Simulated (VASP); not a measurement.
Ni: single point with LDA

Ni:

```
Ni
1.0
     0.00000    1.71250   -1.71250
    -1.71250    0.00000    1.71250
     3.42499    3.42499    3.42499
Ni
3
Direct
  0.00000 0.00000 0.00000
  0.33333 0.66667 0.33333
  0.66667 0.33333 0.66667
```

```yaml
Program: VASP 6.6.1
Task: single point
Functional: LDA
Potentials_or_basis: VASP PAW LDA potentials, release 64 (Ni)
Cutoff: 520 eV
k_mesh: 15 × 15 × 6
Occupations: fermi-dirac, width 0.1 eV
Spin: collinear spin, ferromagnetic start
Starting_moments: "[1.0, 1.0, 1.0] μB"
```

| Item | Value |
| --- | --- |
| Pressure | -0.1 GPa |
| Net moment | 1.66 μB per cell |
| Site moments | Ni +0.55 μB |
| Valence electrons inside the program's atomic spheres | Ni 9.47 |

Stress tensor (GPa, compression positive):
```
-0.06 -0.05 -0.05
-0.05 -0.06 -0.05
-0.05 -0.05 -0.06
```

Levels at points of the mesh, in eV from the Fermi level:
Spin up:
```tsv
k point	band 14	band 15	band 16	band 17	band 18	band 19
(0.00, 0.00, 0.00)	-1.23	-0.84	-0.84	-0.84	-0.84	11.28
(0.00, 0.00, 0.50)	-1.28	-1.28	-0.44	-0.44	-0.39	6.35
```
Spin down:
```tsv
k point	band 10	band 11	band 12	band 13	band 14	band 15	band 16	band 17	band 18	band 19
(0.00, 0.00, 0.00)	-1.85	-1.85	-1.85	-0.70	-0.70	-0.26	-0.26	-0.26	-0.26	11.50
(0.00, 0.00, 0.50)	-1.75	-1.75	-0.75	-0.75	-0.75	-0.75	-0.35	0.16	0.16	6.70
```

It took 100 s on 1 thread of Intel(R) Xeon(R) Platinum 8488C (Sapphire Rapids), on a shared host, peak memory 0.25 GiB.
